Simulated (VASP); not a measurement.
# Al in VASP: a series of runs

Al is run at these levels: PBE; tasks: single point, relaxation of cell and atoms.

All numbers are computed with VASP 6.6.1; they aren't measurements. Logs are shortened: lines on timing, memory, paths and dates and some standing lists are left out, and cuts for length are marked.

## Step 1: The cell of the first run

Symmetry: I4/mmm, No. 139, tetragonal system. Conventional cell: a = 2.844 Å, b = 2.844 Å, c = 4.102 Å, α = 90.00°, β = 90.00°, γ = 90.00°. Al (site symmetry 4/mmm) has 12 Al at 2.84 to 2.87 Å within 3.7 Å.

## Step 2: Single point, PBE (uniaxial strain along c: +1.5 %, then relaxed in part)

Contents of INCAR:

```
PREC = Accurate
ENCUT = 520
EDIFF = 1E-6
ISMEAR = 0
SIGMA = 0.1
LREAL = False
LASPH = True
NELM = 80
ALGO = Fast
ISIF = 2
LWAVE = False
LCHARG = True
GGA = PE
LELF = True
LVHAR = True
NBANDS = 10
```

Contents of KPOINTS:

```
regular mesh
0
Gamma
  18 18 14
```

Contents of POSCAR:

```
Al
1.0
    2.0107525537      2.0107525537      0.0000000000
   -2.0107525537      2.0107525537      0.0000000000
    0.0000000000      0.0000000000      4.1022452352
Al
2
Direct
    0.0000000000      0.0000000000      0.0000000000
    0.5000000000      0.5000000000      0.5000000000
```

Potentials or basis: VASP PAW PBE potentials, release 64 (Al).

Launch:

```console
$ cat potpaw_PBE.64/Al/POTCAR > POTCAR
$ mpirun -np 1 vasp_std > vasp.out
```

OUTCAR:

```text
PREC = Accurate
   ENCUT = 520
   EDIFF = 1E-6
   ISMEAR = 0
   LREAL = False
   LASPH = True
   NELM = 80
   ISIF = 2
   GGA = PE

 ion  position               nearest neighbor table
   1  0.000  0.000  0.000-   2 2.87   2 2.87   2 2.87   2 2.87   2 2.87   2 2.87   2 2.87   2 2.87

   2  0.500  0.500  0.500-   1 2.87   1 2.87   1 2.87   1 2.87   1 2.87   1 2.87   1 2.87   1 2.87

  LATTYP: Found a simple tetragonal cell.
 ALAT       =     2.8436335320
 C/A-ratio  =     1.4426068581

  Lattice vectors:

 A1 = (   2.0107525537,   2.0107525537,   0.0000000000)
 A2 = (  -2.0107525537,   2.0107525537,   0.0000000000)
 A3 = (   0.0000000000,   0.0000000000,   4.1022452352)

Analysis of symmetry for initial positions (statically):
=====================================================================
 Subroutine PRICEL returns following result:

  LATTYP: Found a body centered tetragonal cell.
 ALAT       =     2.8436335320
 C/A-ratio  =     1.4426068581

  Lattice vectors:

 A1 = (   2.0107525537,   0.0000000000,  -2.0511226176)
 A2 = (  -2.0107525537,   0.0000000000,  -2.0511226176)
 A3 = (   0.0000000000,   2.0107525537,   2.0511226176)

   2 primitive cells build up your supercell.

 Routine SETGRP: Setting up the symmetry group for a
 simple tetragonal supercell.

 Subroutine GETGRP returns: Found 16 space group operations
 (whereof 16 operations were pure point group operations)
 out of a pool of 16 trial point group operations.

The static configuration has the point symmetry D_4h.

Analysis of symmetry for dynamics (positions and initial velocities):
=====================================================================
 Subroutine PRICEL returns following result:

  LATTYP: Found a body centered tetragonal cell.
 ALAT       =     2.8436335320
 C/A-ratio  =     1.4426068581

  Lattice vectors:

 A1 = (   2.0107525537,   0.0000000000,  -2.0511226176)
 A2 = (  -2.0107525537,   0.0000000000,  -2.0511226176)
 A3 = (   0.0000000000,   2.0107525537,   2.0511226176)

   2 primitive cells build up your supercell.

 Routine SETGRP: Setting up the symmetry group for a
 simple tetragonal supercell.

 Subroutine GETGRP returns: Found 16 space group operations
 (whereof 16 operations were pure point group operations)
 out of a pool of 16 trial point group operations.

The dynamic configuration has the point symmetry D_4h.

 Subroutine INISYM returns: Found 16 space group operations
[... 95 lines left out ...]
   EDIFF  = 0.1E-05   stopping-criterion for ELM
   LREAL  =      F    real-space projection
   EDIFFG = 0.1E-04   stopping-criterion for IOM
   NSW    =      0    number of steps for IOM
   IBRION =     -1    ionic relax: 0-MD 1-quasi-New 2-CG
   NFREE  =      0    steps in history (QN), initial steepest desc. (CG)
   ISIF   =      2    stress and relaxation
   ISYM   =      2    0-nonsym 1-usesym 2-fastsym
   POTIM  = 0.5000    time-step for ionic-motion
   TEBEG  =    0.0;   TEEND  =   0.0 temperature during run
   PSTRESS=    0.0 pullay stress
   NELECT =       6.0000    total number of electrons
   NUPDOWN=      -1.0000    fix difference up-down
   EMIN   =  10.00;   EMAX   =-10.00  energy-range for DOS
   EFERMI =   0.00;   METHOD = LEGACY
   ISMEAR =     0;   SIGMA  =   0.10  broadening in eV -4-tet -1-fermi 0-gaus
   EFERMI_NEDOS =   21; number of points for ismear=-14 and -15
   IALGO  =     68    algorithm
   IMIX   =      4    mixing-type and parameters
     AMIX     =   0.40;   BMIX     =  1.00
     AMIX_MAG =   1.60;   BMIX_MAG =  1.00
  volume/ion in A,a.u.               =      16.59       111.93
  Fermi-wavevector in a.u.,A,eV,Ry     =   0.925839  1.749583 11.662621  0.857178
  Thomas-Fermi vector in A             =   2.051737
   LORBIT       =      0    0 simple, 1 ext, 2 COOP (PROOUT), +10 PAW based schemes
   GGA     = PE    functional components
   LHFCALC =     F    Hartree Fock is set to
   AEXX    =    0.0000 exact exchange contribution
   IVDW    =     0    specifies the selected vdW correction
   LEPSILON=     F    determine dielectric tensor
   LRPA    =     F    only Hartree local field effects (RPA)
 non-spin polarized calculation
 RMM-DIIS sequential band-by-band and
 Gauss-broadening in eV      SIGMA  =   0.10
  energy-cutoff  :      520.00
  volume of cell :       33.17
 maximum number of plane-waves:       916
 NGX is ok and might be reduce to    24

 number of electron       6.0000000 magnetization

 Free energy of the ion-electron system (eV)
  ---------------------------------------------------
  ext. energy  EPLUGINS =         0.00000000
  ---------------------------------------------------
  free energy    TOTEN  =        -7.49163455 eV

  energy without entropy =       -7.48749380  energy(sigma->0) =       -7.48956418

 E-fermi :   7.9572     XC(G=0): -10.1779

 val. band max:        7.9564372946   @ k =   0.4444   0.4444   0.0000
 cond. band min:       7.9632535117   @ k =   0.2778   0.1667   0.0000
 fundamental gap:      0.0068162171
 Fermi energy:         7.9572311634

 k-point     1 :       0.0000    0.0000    0.0000
  band No.  band energies     occupation
      1      -3.1525      2.00000
      2       4.8490      2.00000
      3       6.0751      2.00000
      4      13.3551      0.00000
      5      13.7609      0.00000
      6      13.7609      0.00000
      7      17.2139      0.00000
      8      20.3962      0.00000
      9      20.6140      0.00000
     10      20.6140      0.00000
[... 287 lines left out ...]
 k-point    24 :       0.3333    0.1111    0.0000
  band No.  band energies     occupation
      1      -0.9101      2.00000
      2       4.9563      2.00000
      3       6.9265      2.00000
      4       8.2929      0.00000
      5      12.5577      0.00000
      6      12.7756      0.00000
      7      13.7921      0.00000
      8      18.2014      0.00000
      9      19.9906      0.00000
     10      20.2798      0.00000

 [... further k-points ...]
[... 5 lines left out ...]
  --------------------------------------------------------------------------------------
  -------------------------------------------------------------------------------------
  Total       -0.0089335     -0.0089335     -0.2963964      0.0000000      0.0000000      0.0000000
  in kB       -0.4314841     -0.4314841    -14.3157692      0.0000000      0.0000000      0.0000000
  external PRESSURE =      -5.0595791 kB  Pullay stress =       0.0000000 kB

 VOLUME and BASIS-vectors are now :
 -----------------------------------------------------------------------------
  energy-cutoff  :      520.00
  volume of cell :       33.17
      direct lattice vectors                 reciprocal lattice vectors
     2.010752554  2.010752554  0.000000000     0.248663118  0.248663118  0.000000000
    -2.010752554  2.010752554  0.000000000    -0.248663118  0.248663118  0.000000000
     0.000000000  0.000000000  4.102245235     0.000000000  0.000000000  0.243768947

 POSITION                                       TOTAL-FORCE (eV/Angst)
 -----------------------------------------------------------------------------------
      0.00000      0.00000      0.00000        -0.000000      0.000000      0.000000
      0.00000      2.01075      2.05112         0.000000     -0.000000      0.000000
 -----------------------------------------------------------------------------------
    total drift:                               -0.000000      0.000000     -0.000000

  FREE ENERGIE OF THE ION-ELECTRON SYSTEM (eV)
  ---------------------------------------------------
  free  energy   TOTEN  =        -7.4916345523 eV

  energy  without entropy=       -7.4874938017  energy(sigma->0) =       -7.48956418
```

OSZICAR:

```text
N       E                     dE             d eps       ncg     rms          rms(c)
DAV:   1    -0.339231124004E+00   -0.33923E+00   -0.21345E+03  8832   0.436E+02
DAV:   2    -0.737281338865E+01   -0.70336E+01   -0.67578E+01 11654   0.547E+01
DAV:   3    -0.753575763019E+01   -0.16294E+00   -0.16144E+00 11532   0.640E+00
DAV:   4    -0.753653998357E+01   -0.78235E-03   -0.78223E-03 10444   0.488E-01
DAV:   5    -0.753654671878E+01   -0.67352E-05   -0.67352E-05 10620   0.444E-02    0.183E+00
RMM:   6    -0.751058482617E+01    0.25962E-01   -0.25771E-03  8896   0.308E-01    0.108E+00
RMM:   7    -0.749164924710E+01    0.18936E-01   -0.78677E-03  9140   0.517E-01    0.158E-01
RMM:   8    -0.749163416029E+01    0.15087E-04   -0.28476E-04  9572   0.118E-01    0.207E-02
RMM:   9    -0.749163677263E+01   -0.26123E-05   -0.46003E-05  9886   0.465E-02    0.162E-02
RMM:  10    -0.749163650849E+01    0.26414E-06   -0.10361E-05 10115   0.225E-02    0.278E-02
RMM:  11    -0.749163473568E+01    0.17728E-05   -0.18940E-06  9427   0.850E-03    0.741E-03
RMM:  12    -0.749163455225E+01    0.18343E-06   -0.53449E-07  6935   0.537E-03
   1 F= -.74916346E+01 E0= -.74895642E+01  d E =-.414075E-02
```

stdout:

```text
POSCAR found type information on POSCAR Al
 POSCAR found :  1 types and       2 ions
 scaLAPACK will be used
 LDA part: xc-table for (Slater+PW92), standard interpolation
 POSCAR, INCAR and KPOINTS ok, starting setup
 FFT: planning ... GRIDC
 FFT: planning ... GRID_SOFT
 FFT: planning ... GRID
 WAVECAR not read
 entering main loop
```

It took 33 s on 1 thread of Intel Xeon 6975P-C (Granite Rapids), shared host; peak memory 0.23 GiB.

What came out:

```yaml
Free_energy: -7.4916 eV
Pressure: -0.5 GPa
Band_gap_on_the_k_mesh: zero (band 3 reaches 15.50 eV, above the bottom of band 4 at 3.57 eV)
```

Levels at points of the mesh, in eV from the Fermi level:
| k point | band 1 | band 2 | band 3 | band 4 | band 5 | band 6 | band 7 |
| --- | --- | --- | --- | --- | --- | --- | --- |
| (0.00, 0.00, 0.00) | -11.11 | -3.11 | -1.88 | 5.40 | 5.80 | 5.80 | 9.26 |
| (0.50, 0.00, 0.00) | -6.61 | -6.61 | 1.11 | 1.11 | 2.51 | 2.51 | 9.72 |
| (0.50, 0.50, 0.00) | -2.83 | -2.83 | -1.47 | -1.47 | 5.17 | 5.17 | 5.37 |
| (0.00, 0.00, 0.50) | -8.93 | -8.93 | 7.54 | 7.54 | 7.67 | 7.67 | 7.67 |
| (0.50, 0.00, 0.50) | -4.58 | -4.58 | -4.38 | -4.38 | 11.08 | 11.08 | 11.19 |
| (0.50, 0.50, 0.50) | -0.81 | -0.81 | -0.81 | -0.81 | 0.25 | 0.25 | 1.15 |

Caveat: the cell differs from its parent crystal (uniaxial strain along c: +1.5 %, then relaxed in part).

## Step 3: Single point, PBE (uniaxial strain along c: +1.5 %)

Contents of INCAR:

```
  PREC = Accurate
  ENCUT = 520
  EDIFF = 1E-6
  ISMEAR = 0
  SIGMA = 0.1
  LREAL = F
  LASPH = T
  NELM = 60
  ALGO = Normal
  ISIF = 2
  LWAVE = F
  LCHARG = T
  GGA = PE
  LELF = T
  LVHAR = T
  NBANDS = 10
```

KPOINTS is that of step 2.

Contents of POSCAR:

```
Al
1.0
    2.0132324215      2.0132324215      0.0000000000
   -2.0132324215      2.0132324215      0.0000000000
    0.0000000000      0.0000000000      4.1022452352
Al
2
Direct
    0.0000000000      0.0000000000      0.0000000000
    0.5000000000      0.5000000000      0.5000000000
```

Potentials or basis: VASP PAW PBE potentials, release 64 (Al).

Launch:

```console
$ cat potpaw_PBE.64/Al/POTCAR > POTCAR
$ mpirun -np 1 vasp_std > vasp.out
```

It took 43 s on 1 thread of Intel Xeon 6975P-C (Granite Rapids), shared host; peak memory 0.23 GiB.

Results (log left out):

- Free energy: -7.4916 eV
- Pressure: -0.7 GPa
- Band gap on the k mesh: zero (band 3 reaches 15.47 eV, above the bottom of band 4 at 3.55 eV)

Stress tensor (GPa, compression positive):
```
-0.27  0.00  0.00
 0.00 -0.27  0.00
 0.00  0.00 -1.54
```

Levels at points of the mesh, in eV from the Fermi level:
```tsv
k point	band 1	band 2	band 3	band 4	band 5	band 6
(0.00, 0.00, 0.00)	-11.09	-3.09	-1.86	5.39	5.78	5.78
(0.50, 0.00, 0.00)	-6.60	-6.60	1.11	1.11	2.52	2.52
(0.50, 0.50, 0.00)	-2.83	-2.83	-1.48	-1.48	5.18	5.18
(0.00, 0.00, 0.50)	-8.91	-8.91	7.53	7.53	7.65	7.65
(0.50, 0.00, 0.50)	-4.57	-4.57	-4.38	-4.38	11.07	11.07
(0.50, 0.50, 0.50)	-0.81	-0.81	-0.81	-0.81	0.25	0.25
```

Caveat: the cell differs from its parent crystal (uniaxial strain along c: +1.5 %).

## Step 4: Single point, PBE

This run uses another cell than the first one: it holds 27 atoms, not 2.

Contents of INCAR:

```
SYSTEM = Al
PREC = Accurate
ENCUT = 520
EDIFF = 1E-7
ISMEAR = 0
SIGMA = 0.1
LREAL = Auto
LASPH = .True.
NELM = 60
ALGO = Fast
ISIF = 2
LWAVE = .False.
LCHARG = .True.
GGA = PE
LELF = .True.
LVHAR = .True.
NBANDS = 60
```

Contents of KPOINTS:

```
regular mesh
0
Gamma
  4 4 4
  0 0 0
```

Contents of POSCAR:

```
Al
1.0
   -6.0624313821     -6.0624313821      0.0000000000
   -6.0624313821      0.0000000000     -6.0624313821
    0.0000000000     -6.0624313821     -6.0624313821
Al
27
Direct
    0.6666666667      0.6666666667      0.6666666667
    0.3333333333      0.6666666667      0.6666666667
    0.0000000000      0.6666666667      0.6666666667
    0.6666666667      0.3333333333      0.6666666667
    0.3333333333      0.3333333333      0.6666666667
    0.0000000000      0.3333333333      0.6666666667
    0.6666666667      0.0000000000      0.6666666667
    0.3333333333      0.0000000000      0.6666666667
    0.0000000000      0.0000000000      0.6666666667
    0.6666666667      0.6666666667      0.3333333333
    0.3333333333      0.6666666667      0.3333333333
    0.0000000000      0.6666666667      0.3333333333
    0.6666666667      0.3333333333      0.3333333333
    0.3333333333      0.3333333333      0.3333333333
    0.0000000000      0.3333333333      0.3333333333
    0.6666666667      0.0000000000      0.3333333333
    0.3333333333      0.0000000000      0.3333333333
    0.0000000000      0.0000000000      0.3333333333
    0.6666666667      0.6666666667      0.0000000000
    0.3333333333      0.6666666667      0.0000000000
    0.0000000000      0.6666666667      0.0000000000
    0.6666666667      0.3333333333      0.0000000000
    0.3333333333      0.3333333333      0.0000000000
    0.0000000000      0.3333333333      0.0000000000
    0.6666666667      0.0000000000      0.0000000000
    0.3333333333      0.0000000000      0.0000000000
    0.0000000000      0.0000000000      0.0000000000
```

Launch:

```console
$ cat potpaw_PBE.64/Al/POTCAR > POTCAR
$ mpirun -np 1 vasp_std > vasp.out
```

Wall time 15 min (1 thread of Oxide Virtual Turin-like, shared host); peak memory 0.57 GiB.

The run converged. Its results:

| Quantity | Value |
| --- | --- |
| Free energy | -101.3747 eV |
| Pressure | 0.1 GPa |

Levels at points of the mesh, in eV from the Fermi level:
```tsv
k point	band 37	band 38	band 39	band 40	band 41	band 42	band 43	band 44
(0.00, 0.00, 0.00)	-0.95	-0.95	-0.95	0.52	0.52	0.52	0.52	0.52
(0.50, 0.00, 0.00)	-0.57	-0.57	-0.57	-0.57	1.16	1.16	1.16	1.16
(0.50, 0.50, 0.00)	-0.52	-0.52	-0.52	-0.52	0.91	0.91	0.91	0.91
```

## Step 5: Relaxation of cell and atoms, PBE

This run uses another cell than the first one: it holds 1 atom, not 2.

Contents of INCAR:

```
SYSTEM = Al
PREC = Accurate
ENCUT = 600
EDIFF = 1E-6
ISMEAR = 0
SIGMA = 0.1
LREAL = .FALSE.
LASPH = .TRUE.
NELM = 100
ALGO = Normal
ISIF = 3
LWAVE = .FALSE.
LCHARG = .FALSE.
GGA = PE
IBRION = 2
NSW = 100
EDIFFG = -0.005
ISYM = 0
```

Contents of KPOINTS:

```
Automatic mesh
0
Gamma
  18 18 18
  0.5 0.5 0.5
```

Contents of POSCAR:

```
Al
1.0
    0.0000000000      2.0194648466      2.0194648466
    2.0194648466      0.0000000000      2.0194648466
    2.0194648466      2.0194648466      0.0000000000
Al
1
Direct
    0.0000000000      0.0000000000      0.0000000000
```

Launch:

```console
$ cat potpaw_PBE.64/Al/POTCAR > POTCAR
$ mpirun -np 1 vasp_std > vasp.out
```

Wall time 12 min (1 thread of Oxide Virtual Turin-like, shared host); peak memory 1.2 GiB.

Results (log left out):

* Free energy: -3.7479 eV
* Relaxed volume: 16.49 Å³/atom
* Relaxed cell: a = 2.857 Å, b = 2.857 Å, c = 2.857 Å, α = 60.00°, β = 60.00°, γ = 60.00°
* Space group after relaxing (to 0.05 Å): Fm-3m (No. 225)
* Energy gained by relaxing: 0.0 meV/atom
* Ionic steps: 2
* Pressure after relaxing: 0.0 GPa

Final structure:
```
CELL_PARAMETERS angstrom
0.00000 2.02014 2.02014
2.02014 0.00000 2.02014
2.02014 2.02014 0.00000
ATOMIC_POSITIONS crystal
Al 0.00000 0.00000 0.00000
```

Levels at points of the mesh, in eV from the Fermi level:
| k point | band 1 | band 2 | band 3 | band 4 | band 5 |
| --- | --- | --- | --- | --- | --- |
| (0.03, 0.03, 0.03) | -11.11 | 12.11 | 12.54 | 12.54 | 14.26 |

## Step 6: The runs side by side

| task | cell | k mesh | cutoff (eV) | gap on the mesh (eV) | pressure (GPa) |
| --- | --- | --- | --- | --- | --- |
| single point | a = 2.844, b = 2.844, c = 4.102 Å, 2 atoms | 18 × 18 × 14 | 520 | none | -0.5 |
| single point | a = 2.847, b = 2.847, c = 4.102 Å, 2 atoms | 18 × 18 × 14 | 520 | none | -0.7 |
| single point | a = 8.574 Å, angles 60.0°, 27 atoms | 4 × 4 × 4 | 520 | none | 0.1 |
| relaxation of cell and atoms | relaxed from a = 2.856 Å, angles 60.0°, 1 atom | 18 × 18 × 18, shifted | 600 | none | 0.0 |

Alike in all rows: level PBE; potentials or basis VASP PAW PBE potentials, release 64 (Al); no spin polarisation; smearing gaussian 0.1 eV.

Total energies depend on the potentials used, so only differences within one code and one set of settings carry meaning.
